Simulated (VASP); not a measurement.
Tc:

```
Tc
1.0
     3.06000    0.00000    0.00000
     0.00000    3.06000    0.00000
     0.00000    0.00000    3.06000
Tc
2
Direct
  0.00000 0.00000 0.00000
  0.50000 0.50000 0.50000
```

| Item | Value |
| --- | --- |
| Program | VASP 6.6.1 |
| Task | relaxation of cell and atoms |
| Functional | PBEsol |
| Potentials or basis | VASP PAW PBE potentials, release 64 (Tc_pv) |
| Cutoff | 600 eV |
| k mesh | 7 × 7 × 7 |
| Occupations | methfessel-paxton, width 0.1 eV |
| Spin | no spin polarisation |

At the start: pressure -4.2 GPa; volume 14.33 Å³/atom.

Problem. How do energy, volume and symmetry change on relaxing?

Solution. Over 3 steps the energy falls by 2.5 meV/atom and the volume is 14.14 Å³/atom (-1.3 %); space group Im-3m (No. 229, to 0.05 Å).

The path:
```csv
step,energy change (eV),largest force (eV/Å),pressure (GPa),volume (Å³)
1,0.0000,0.0000,-4.17,28.65
2,0.0445,0.0000,14.52,27.13
3,-0.0050,0.0000,-0.07,28.28
```

Final structure:
```
Tc
1.0
     3.04659    0.00000    0.00000
     0.00000    3.04659    0.00000
     0.00000    0.00000    3.04659
Tc
2
Direct
  0.00000 0.00000 0.00000
  0.50000 0.50000 0.50000
```

Caveat: the PAW data sets were made with another functional, which shifts forces and pressure a little.
